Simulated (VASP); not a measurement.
## SiO2 (Cristobalite): electric field gradients with PBE

Crystal: SiO2 (Cristobalite).

```xyz
12
Lattice="4.9820 0.0000 0.0000 0.0000 4.9820 0.0000 0.0000 0.0000 6.9630" Properties=species:S:1:pos:R:3 pbc="T T T"
Si    1.4895    1.4895    0.0000
Si    1.0015    3.9805    1.7408
Si    3.4925    3.4925    3.4815
Si    3.9805    1.0015    5.2222
O     1.1951    0.5155    1.2403
O     1.9755    3.6861    2.9811
O     3.7869    4.4665    4.7218
O     3.0065    1.2959    6.4626
O     3.6861    1.9755    3.9819
O     4.4665    3.7869    2.2412
O     1.2959    3.0065    0.5004
O     0.5155    1.1951    5.7227
```

```yaml
Program: VASP 6.6.1
Task: electric field gradients
Functional: PBE
Potentials_or_basis: VASP PAW PBE potentials, release 64 (Si, O)
Cutoff: 520 eV
k_mesh: 5 × 5 × 4
Occupations: fermi-dirac, width 0.02 eV
Spin: no spin polarisation
Dipole_correction: no
Further_INCAR_settings: ALGO = Normal; EDIFF = 1e-08; NBANDS = 44
```

```
Pressure               : 6.4 GPa
Largest force          : 0.405 eV/Å
Band gap on the k mesh : 5.76 eV, direct
```

Forces on the atoms (eV/Å):
```
Si   0.119  0.119  0.000
Si  -0.119  0.119  0.000
Si  -0.119 -0.119  0.000
Si   0.119 -0.119  0.000
O   -0.079  0.092  0.387
O   -0.092 -0.079  0.387
O    0.079 -0.092  0.387
O    0.092  0.079  0.387
O   -0.079 -0.092 -0.387
O   -0.092  0.079 -0.387
O    0.079  0.092 -0.387
O    0.092 -0.079 -0.387
```

Stress tensor (GPa, compression positive):
```
6.22 0.00 0.00
0.00 6.22 0.00
0.00 0.00 6.84
```

Levels at points of the mesh, in eV from the valence-band top:
| k point | band 30 | band 31 | band 32 | band 33 | band 34 | band 35 |
| --- | --- | --- | --- | --- | --- | --- |
| (0.00, 0.00, 0.00) | -0.27 | -0.27 | 0.00 | 5.76 | 8.87 | 8.87 |
| (0.00, 0.00, 0.50) | -0.51 | -0.39 | -0.39 | 7.00 | 7.00 | 9.50 |

Electric field gradients, principal values (V/Å²):
```
atom    least   middle  greatest (by size)
1 Si    0.623    2.166              -2.788
2 Si    0.623    2.166              -2.788
3 Si    0.623    2.166              -2.788
4 Si    0.623    2.166              -2.788
 5 O  -37.435  -50.059              87.495
 6 O  -37.435  -50.059              87.495
 7 O  -37.435  -50.059              87.495
 8 O  -37.435  -50.059              87.495
 9 O  -37.435  -50.059              87.495
10 O  -37.435  -50.059              87.495
11 O  -37.435  -50.059              87.495
12 O  -37.435  -50.059              87.495
```

Wall time 4.1 min on 1 thread of Intel Xeon 8259CL, on a shared host, peak memory 0.31 GiB.

Caveat: without QUAD_EFG the Cq values of the log hold for a quadrupole moment of 1 mb, not for the nuclei. A k mesh can miss the band edges.
